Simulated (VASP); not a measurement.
# AlN (Cmcm) in VASP: further runs

AlN is run at these levels: PBE; tasks: single point.

All numbers are computed with VASP 6.6.1; they aren't measurements. Logs are shortened: lines on timing, memory, paths and dates and some standing lists are left out, and cuts for length are marked.

**1. The cell of the first run**

The structure is orthorhombic, space group Cmcm (No. 63). The conventional cell has a = 4.139 Å, b = 4.139 Å, c = 4.139 Å, α = 90.00°, β = 90.00°, γ = 90.00°. Al (site symmetry m2m) has 6 N at 2.02 to 2.12 Å within 2.7 Å. N (site symmetry m2m) has 6 Al at 2.02 to 2.12 Å within 2.7 Å.

**2. Single point, PBE**

Contents of INCAR:

```
PREC = Accurate
ENCUT = 520
EDIFF = 1E-6
ISMEAR = 0
SIGMA = 0.05
LREAL = F
LASPH = T
NELM = 80
ALGO = Normal
ISIF = 2
LWAVE = F
LCHARG = F
GGA = PE
NBANDS = 16
```

Contents of KPOINTS:

```
regular mesh
0
Gamma
  8 8 6
```

Contents of POSCAR:

```
AlN
1.0
    0.0000000000     -2.0693064083     -2.0693064083
    0.0000000000      2.0693064083     -2.0693064083
    4.1386128164      0.0000000000      0.0000000000
Al N
2 2
Direct
    0.5173928713      0.4826071287      0.0000000000
   -0.0173928713      0.0173928713      0.5000000000
    0.4936900135      0.5063099865      0.5000000000
    0.0063099865      0.9936900135      0.0000000000
```

Potentials or basis: VASP PAW PBE potentials, release 64 (Al, N).

Run with:

```sh
$ cat potpaw_PBE.64/Al/POTCAR potpaw_PBE.64/N/POTCAR > POTCAR
$ mpirun -np 1 vasp_std > vasp.out
```

OUTCAR:

```text
PREC = Accurate
   ENCUT = 520
   EDIFF = 1E-6
   ISMEAR = 0
   LREAL = F
   LASPH = T
   NELM = 80
   ISIF = 2
   GGA = PE

 ion  position               nearest neighbor table
   1  0.517  0.483  0.000-   4 2.02   4 2.07   4 2.07   3 2.07   3 2.07   4 2.12   2 2.83   2 2.83
                             2 2.93   2 2.93   2 2.93   2 2.93   2 3.03   2 3.03
   2  0.983  0.017  0.500-   3 2.02   3 2.07   3 2.07   4 2.07   4 2.07   3 2.12   1 2.83   1 2.83
                             1 2.93   1 2.93   1 2.93   1 2.93   1 3.03   1 3.03
   3  0.494  0.506  0.500-   2 2.02   2 2.07   2 2.07   1 2.07   1 2.07   2 2.12
   4  0.006  0.994  0.000-   1 2.02   1 2.07   1 2.07   2 2.07   2 2.07   1 2.12

  LATTYP: Found a simple tetragonal cell.
 ALAT       =     2.9264411873
 C/A-ratio  =     1.4142135623

  Lattice vectors:

 A1 = (   0.0000000000,  -2.0693064083,  -2.0693064083)
 A2 = (   0.0000000000,   2.0693064083,  -2.0693064083)
 A3 = (   4.1386128164,   0.0000000000,   0.0000000000)

Analysis of symmetry for initial positions (statically):
=====================================================================
 Subroutine PRICEL returns:
 Original cell was already a primitive cell.

 Routine SETGRP: Setting up the symmetry group for a
 simple tetragonal supercell.

 Subroutine GETGRP returns: Found  8 space group operations
 (whereof  4 operations were pure point group operations)
 out of a pool of 16 trial point group operations.

The static configuration has the point symmetry C_2v.
 The point group associated with its full space group is D_2h.

Analysis of symmetry for dynamics (positions and initial velocities):
=====================================================================
 Subroutine PRICEL returns:
 Original cell was already a primitive cell.

 Routine SETGRP: Setting up the symmetry group for a
 simple tetragonal supercell.

 Subroutine GETGRP returns: Found  8 space group operations
 (whereof  4 operations were pure point group operations)
 out of a pool of 16 trial point group operations.

The dynamic configuration has the point symmetry C_2v.
 The point group associated with its full space group is D_2h.

 Subroutine INISYM returns: Found  8 space group operations
 (whereof  4 operations are pure point group operations),
 and found     1 'primitive' translations

----------------------------------------------------------------------------------------

                                     Primitive cell

  volume of cell :      35.4433

  direct lattice vectors                    reciprocal lattice vectors
     0.000000000 -2.069306408 -2.069306408     0.000000000 -0.241626855 -0.241626855
     0.000000000  2.069306408 -2.069306408     0.000000000  0.241626855 -0.241626855
     4.138612816  0.000000000  0.000000000     0.241626855  0.000000000  0.000000000

  length of vectors
     2.926441187  2.926441187  4.138612816     0.341711976  0.341711976  0.241626855

  position of ions in fractional coordinates (direct lattice)
     0.517392871  0.482607129  0.000000000
     0.982607129  0.017392871  0.500000000
     0.493690014  0.506309986  0.500000000
     0.006309986  0.993690014  0.000000000

  ion indices of the primitive-cell ions
   primitive index   ion index
                 1           1
                 2           2
                 3           3
                 4           4

----------------------------------------------------------------------------------------

 KPOINTS: regular mesh

Automatic generation of k-mesh.
 Grid dimensions read from file:
 generate k-points for:    8    8    6

 Generating k-lattice:

  Cartesian coordinates                     Fractional coordinates (reciprocal lattice)
     0.000000000 -0.030203357 -0.030203357     0.125000000  0.000000000  0.000000000
     0.000000000  0.030203357 -0.030203357     0.000000000  0.125000000  0.000000000
     0.040271143  0.000000000  0.000000000     0.000000000  0.000000000  0.166666667

  Length of vectors
     0.042713997  0.042713997  0.040271143

  Shift w.r.t. Gamma in fractional coordinates (k-lattice)
     0.000000000  0.000000000  0.000000000

 Subroutine IBZKPT returns following result:
 ===========================================

 Found     84 irreducible k-points:

 Following reciprocal coordinates:
            Coordinates               Weight
  0.000000  0.000000  0.000000      1.000000
  0.125000  0.000000  0.000000      4.000000
  0.250000  0.000000  0.000000      4.000000
  0.375000  0.000000  0.000000      4.000000
  0.500000  0.000000  0.000000      2.000000
  0.125000  0.125000  0.000000      2.000000
[... 16 lines left out ...]
  0.125000  0.000000  0.166667      8.000000
  0.250000  0.000000  0.166667      8.000000
 [... further k-points ...]
   k-points           NKPTS =     84   k-points in BZ     NKDIM =     84   number of bands    NBANDS=     16
   number of dos      NEDOS =    301   number of ions     NIONS =      4
   total plane-waves  NPLWV =  18432
   dimension x,y,z NGX =    24 NGY =   24 NGZ =   32
   dimension x,y,z NGXF=    48 NGYF=   48 NGZF=   64
   ions per type =               2   2
   NGX,Y,Z   is equivalent  to a cutoff of  13.63, 13.63, 12.85 a.u.
   NGXF,Y,Z  is equivalent  to a cutoff of  27.27, 27.27, 25.71 a.u.
 SYSTEM =  unknown system
   PREC   = accura    normal or accurate (medium, high low for compatibility)
   ISTART =      0    job   : 0-new  1-cont  2-samecut
   ICHARG =      2    charge: 1-file 2-atom 10-const
   ISPIN  =      1    spin polarized calculation?
   LNONCOLLINEAR =      F non collinear calculations
   LSORBIT =      F    spin-orbit coupling
   LASPH  =      T    aspherical Exc in radial PAW
   ENCUT  =  520.0 eV  38.22 Ry    6.18 a.u.   5.44  5.44  7.70*2*pi/ulx,y,z
   NELM   =     80;   NELMIN=  2; NELMDL= -5     # of ELM steps
   EDIFF  = 0.1E-05   stopping-criterion for ELM
   LREAL  =      F    real-space projection
[... 7 lines left out ...]
   TEBEG  =    0.0;   TEEND  =   0.0 temperature during run
   PSTRESS=    0.0 pullay stress
   NELECT =      16.0000    total number of electrons
   NUPDOWN=      -1.0000    fix difference up-down
   EMIN   =  10.00;   EMAX   =-10.00  energy-range for DOS
   EFERMI =   0.00;   METHOD = LEGACY
   ISMEAR =     0;   SIGMA  =   0.05  broadening in eV -4-tet -1-fermi 0-gaus
   EFERMI_NEDOS =   21; number of points for ismear=-14 and -15
   IALGO  =     38    algorithm
   IMIX   =      4    mixing-type and parameters
     AMIX     =   0.40;   BMIX     =  1.00
     AMIX_MAG =   1.60;   BMIX_MAG =  1.00
  volume/ion in A,a.u.               =       8.86        59.80
  Fermi-wavevector in a.u.,A,eV,Ry     =   1.255847  2.373206 21.458447  1.577151
  Thomas-Fermi vector in A             =   2.389584
   LORBIT       =      0    0 simple, 1 ext, 2 COOP (PROOUT), +10 PAW based schemes
   GGA     = PE    functional components
   LHFCALC =     F    Hartree Fock is set to
   AEXX    =    0.0000 exact exchange contribution
   IVDW    =     0    specifies the selected vdW correction
   LEPSILON=     F    determine dielectric tensor
   LRPA    =     F    only Hartree local field effects (RPA)
 non-spin polarized calculation
 Gauss-broadening in eV      SIGMA  =   0.05
  energy-cutoff  :      520.00
  volume of cell :       35.44
 maximum number of plane-waves:       999
 NGX is ok and might be reduce to    24
   NGX = 11   NGY = 11   NGZ = 15

 number of electron      16.0000000 magnetization

 Free energy of the ion-electron system (eV)
  ---------------------------------------------------
  ext. energy  EPLUGINS =         0.00000000
  ---------------------------------------------------
  free energy    TOTEN  =       -28.97709772 eV

  energy without entropy =      -28.97709772  energy(sigma->0) =      -28.97709772

 E-fermi :   9.3312     XC(G=0): -11.9618

 val. band max:        9.0865323314   @ k =   0.0000   0.0000   0.0000
 cond. band min:      13.0124715405   @ k =   0.5000   0.5000   0.0000
 fundamental gap:      3.9259392091
 Fermi energy:         9.3312268696

 k-point     1 :       0.0000    0.0000    0.0000
  band No.  band energies     occupation
      1      -7.8557      2.00000
      2      -3.9845      2.00000
      3       2.1617      2.00000
      4       6.4599      2.00000
      5       6.4645      2.00000
      6       9.0616      2.00000
[... 8 lines left out ...]
     15      22.5153      0.00000
     16      25.1976      0.00000

 k-point     2 :       0.1250    0.0000    0.0000
  band No.  band energies     occupation
      1      -7.6559      2.00000
      2      -3.9521      2.00000
      3       2.3685      2.00000
      4       5.4896      2.00000
      5       6.5892      2.00000
      6       8.1068      2.00000
[... 8 lines left out ...]
     15      22.2245      0.00000
     16      23.9333      0.00000

 k-point     3 :       0.2500    0.0000    0.0000
  band No.  band energies     occupation
      1      -7.0770      2.00000
      2      -3.9681      2.00000
      3       2.9792      2.00000
      4       3.9216      2.00000
      5       6.2926      2.00000
      6       6.9543      2.00000
[... 8 lines left out ...]
     15      22.0508      0.00000
     16      22.2576      0.00000

 k-point     4 :       0.3750    0.0000    0.0000
  band No.  band energies     occupation
      1      -6.1909      2.00000
      2      -4.3292      2.00000
      3       3.0826      2.00000
      4       3.9594      2.00000
      5       4.5788      2.00000
      6       6.6469      2.00000
[... 8 lines left out ...]
     15      21.0194      0.00000
     16      21.7152      0.00000
[... 324 lines left out ...]
 k-point    22 :       0.0000    0.0000    0.1667
  band No.  band energies     occupation
      1      -7.6778      2.00000
      2      -4.4137      2.00000
      3       2.6729      2.00000
      4       6.5927      2.00000
      5       6.5978      2.00000
      6       8.3818      2.00000
[... 8 lines left out ...]
     15      22.1341      0.00000
     16      23.4367      0.00000

 k-point    23 :       0.1250    0.0000    0.1667
  band No.  band energies     occupation
      1      -7.4812      2.00000
      2      -4.3433      2.00000
      3       2.7466      2.00000
      4       5.7557      2.00000
      5       6.7160      2.00000
      6       7.3062      2.00000
[... 8 lines left out ...]
     15      21.8078      0.00000
     16      23.7379      0.00000

 k-point    24 :       0.2500    0.0000    0.1667
  band No.  band energies     occupation
      1      -6.9133      2.00000
      2      -4.2362      2.00000
      3       2.6482      2.00000
      4       4.8021      2.00000
      5       5.4983      2.00000
      6       7.0623      2.00000
[... 8 lines left out ...]
     15      21.2153      0.00000
     16      22.5570      0.00000

 [... further k-points ...]
[... 5 lines left out ...]
  --------------------------------------------------------------------------------------
  -------------------------------------------------------------------------------------
  Total       -2.4337396     -2.3442572     -2.6156576      0.0000000      0.0000000      0.0000000
  in kB     -110.0145924   -105.9696360   -118.2379999      0.0000000      0.0000000      0.0000000
  external PRESSURE =    -111.4074094 kB  Pullay stress =       0.0000000 kB

 VOLUME and BASIS-vectors are now :
 -----------------------------------------------------------------------------
  energy-cutoff  :      520.00
  volume of cell :       35.44
      direct lattice vectors                 reciprocal lattice vectors
     0.000000000 -2.069306408 -2.069306408     0.000000000 -0.241626855 -0.241626855
     0.000000000  2.069306408 -2.069306408     0.000000000  0.241626855 -0.241626855
     4.138612816  0.000000000  0.000000000     0.241626855  0.000000000  0.000000000

 POSITION                                       TOTAL-FORCE (eV/Angst)
 -----------------------------------------------------------------------------------
      0.00000     -0.07198     -2.06931         0.000000      0.622417      0.000000
      2.06931     -1.99732     -2.06931         0.000000     -0.622417      0.000000
      2.06931      0.02611     -2.06931         0.000000     -0.191537      0.000000
      0.00000      2.04319     -2.06931         0.000000      0.191537      0.000000
 -----------------------------------------------------------------------------------
    total drift:                                0.000000     -0.000000     -0.000000

  FREE ENERGIE OF THE ION-ELECTRON SYSTEM (eV)
  ---------------------------------------------------
  free  energy   TOTEN  =       -28.9770977190 eV

  energy  without entropy=      -28.9770977190  energy(sigma->0) =      -28.97709772
```

Wall time 27 s (1 thread of Intel Xeon Platinum 8259CL at 2.50GHz (Skylake/Cascade Lake), shared host); peak memory 0.17 GiB.

What came out:

- Free energy: -28.9771 eV
- Pressure: -11.1 GPa
- Largest force: 0.622 eV/Å
- Band gap on the k mesh: 3.93 eV

Forces in eV/Å, atoms in the order of the input:
```
Al   0.000  0.622  0.000
Al   0.000 -0.622  0.000
N    0.000 -0.192  0.000
N    0.000  0.192  0.000
```

Levels at points of the mesh, in eV from the valence-band top:
| k point | band 4 | band 5 | band 6 | band 7 | band 8 | band 9 | band 10 | band 11 | band 12 | band 13 |
| --- | --- | --- | --- | --- | --- | --- | --- | --- | --- | --- |
| (0.00, 0.00, 0.00) | -2.63 | -2.62 | -0.02 | -0.01 | 0.00 | 3.95 | 4.68 | 5.40 | 11.71 | 11.92 |
| (0.50, 0.00, 0.00) | -5.69 | -3.87 | -3.84 | -1.03 | -1.00 | 7.73 | 7.94 | 9.53 | 9.73 | 9.85 |
| (0.50, 0.50, 0.00) | -6.93 | -2.63 | -2.63 | -2.62 | -2.62 | 3.93 | 3.95 | 5.37 | 5.40 | 13.19 |
| (0.00, 0.00, 0.50) | -3.72 | -1.52 | -1.52 | -1.52 | -1.52 | 6.92 | 6.92 | 7.47 | 7.47 | 10.44 |
| (0.50, 0.00, 0.50) | -7.87 | -0.96 | -0.96 | -0.95 | -0.95 | 5.68 | 5.68 | 10.42 | 10.42 | 10.44 |
| (0.50, 0.50, 0.50) | -5.33 | -5.33 | -5.33 | -3.74 | -3.74 | 7.36 | 7.36 | 10.26 | 10.26 | 10.32 |

A k mesh can miss the band edges. As with any semilocal functional, this PBE gap is likely too small.

**3. Single point, PBE**

This run uses another cell than the first one, of 7.81 Å³/atom, 0.882 times its volume.

INCAR is that of step 2.

Contents of KPOINTS:

```
Automatic mesh
0
Gamma
  8 8 6
```

Contents of POSCAR:

```
AlN
1.0
    0.0000000000     -1.9844337052     -1.9844337052
    0.0000000000      1.9844337052     -1.9844337052
    3.9688674103      0.0000000000      0.0000000000
Al N
2 2
Direct
    0.5289881188      0.4710118812      0.0000000000
   -0.0289881188      0.0289881188      0.5000000000
    0.4894833559      0.5105166441      0.5000000000
    0.0105166441      0.9894833559      0.0000000000
```

Potentials or basis: VASP PAW PBE potentials, release 64 (Al, N).

Run with:

```sh
$ cat potpaw_PBE.64/Al/POTCAR potpaw_PBE.64/N/POTCAR > POTCAR
$ mpirun -np 1 vasp_std > vasp.out
```

Wall time 28 s (1 thread of Intel Xeon Platinum 8259CL at 2.50GHz (Skylake/Cascade Lake), shared host); peak memory 0.16 GiB.

Results (log left out):

| Item | Value |
| --- | --- |
| Free energy | -28.7601 eV |
| Pressure | 23.4 GPa |
| Largest force | 1.524 eV/Å |
| Band gap on the k mesh | 5.07 eV, indirect (least direct gap 5.15 eV) |

Forces in eV/Å, atoms in the order of the input:
```
Al   0.000  1.524  0.000
Al   0.000 -1.524  0.000
N    0.000 -0.015  0.000
N    0.000  0.015  0.000
```

Stress tensor (GPa, compression positive):
```
23.59  0.00  0.00
 0.00 25.73  0.00
 0.00  0.00 20.82
```

Levels at points of the mesh, in eV from the valence-band top:
```
           k point  band 5  band 6  band 7  band 8  band 9  band 10  band 11  band 12
(0.00, 0.00, 0.00)   -2.95   -0.07   -0.02    0.00    5.15     5.20     6.43    11.99
(0.50, 0.00, 0.00)   -4.39   -4.39   -1.28   -1.21    8.50     8.96    10.34    11.02
(0.50, 0.50, 0.00)   -2.95   -2.95   -2.95   -2.94    5.07     5.11     5.13     5.19
(0.00, 0.00, 0.50)   -1.73   -1.73   -1.73   -1.73    7.43     7.43     8.36     8.36
(0.50, 0.00, 0.50)   -1.19   -1.19   -1.17   -1.17    6.42     6.42    11.38    11.38
(0.50, 0.50, 0.50)   -6.02   -6.02   -4.06   -4.06    8.62     8.62    10.92    10.92
```

Caveat: forces of over 1 eV/Å act on the atoms, so gaps and moduli don't describe the material at rest. A k mesh can miss the band edges.

**4. Single point, PBE**

This run uses another cell than the first one, of 7.81 Å³/atom, 0.882 times its volume.

Contents of INCAR:

```
PREC = Accurate ; ENCUT = 520
EDIFF = 1E-6 ; ISMEAR = 0
SIGMA = 0.05 ; LREAL = False
LASPH = True ; NELM = 80
ALGO = Normal ; ISIF = 2
LWAVE = False ; LCHARG = False
GGA = PE ; NBANDS = 16
```

Contents of KPOINTS:

```
regular mesh
0
Gamma
  8 8 6
```

Contents of POSCAR:

```
AlN
1.0
    0.0000000000     -1.9844337052     -1.9844337052
    0.0000000000      1.9844337052     -1.9844337052
    3.9688674103      0.0000000000      0.0000000000
Al N
2 2
Direct
    0.5173928713      0.4826071287      0.0000000000
   -0.0173928713      0.0173928713      0.5000000000
    0.4936900135      0.5063099865      0.5000000000
    0.0063099865      0.9936900135      0.0000000000
```

Run with:

```sh
$ cat potpaw_PBE.64/Al/POTCAR potpaw_PBE.64/N/POTCAR > POTCAR
$ mpirun -np 1 vasp_std > vasp.out
```

Wall time 27 s (1 thread of Intel Xeon Platinum 8259CL at 2.50GHz (Skylake/Cascade Lake), shared host); peak memory 0.16 GiB.

It converged, with:

| Property | Result |
| --- | --- |
| Free energy | -28.8719 eV |
| Pressure | 22.4 GPa |
| Largest force | 0.896 eV/Å |
| Band gap on the k mesh | 5.13 eV |

Forces on the atoms (eV/Å):
```
Al   0.000  0.896  0.000
Al   0.000 -0.896  0.000
N    0.000 -0.019  0.000
N    0.000  0.019  0.000
```

Stress tensor (GPa, compression positive):
```
22.47  0.00  0.00
 0.00 23.26  0.00
 0.00  0.00 21.49
```

Levels at points of the mesh, in eV from the valence-band top:
| k point | band 6 | band 7 | band 8 | band 9 | band 10 | band 11 |
| --- | --- | --- | --- | --- | --- | --- |
| (0.00, 0.00, 0.00) | -0.02 | -0.01 | 0.00 | 5.16 | 5.20 | 6.48 |
| (0.50, 0.00, 0.00) | -4.39 | -1.26 | -1.22 | 8.63 | 8.92 | 10.57 |
| (0.50, 0.50, 0.00) | -2.95 | -2.94 | -2.94 | 5.13 | 5.15 | 5.17 |
| (0.00, 0.00, 0.50) | -1.73 | -1.72 | -1.72 | 7.45 | 7.45 | 8.38 |
| (0.50, 0.00, 0.50) | -1.19 | -1.18 | -1.18 | 6.47 | 6.47 | 11.43 |
| (0.50, 0.50, 0.50) | -6.02 | -4.06 | -4.06 | 8.67 | 8.67 | 10.99 |

A k mesh can miss the band edges.

(Part 1 of 2 ends here.)
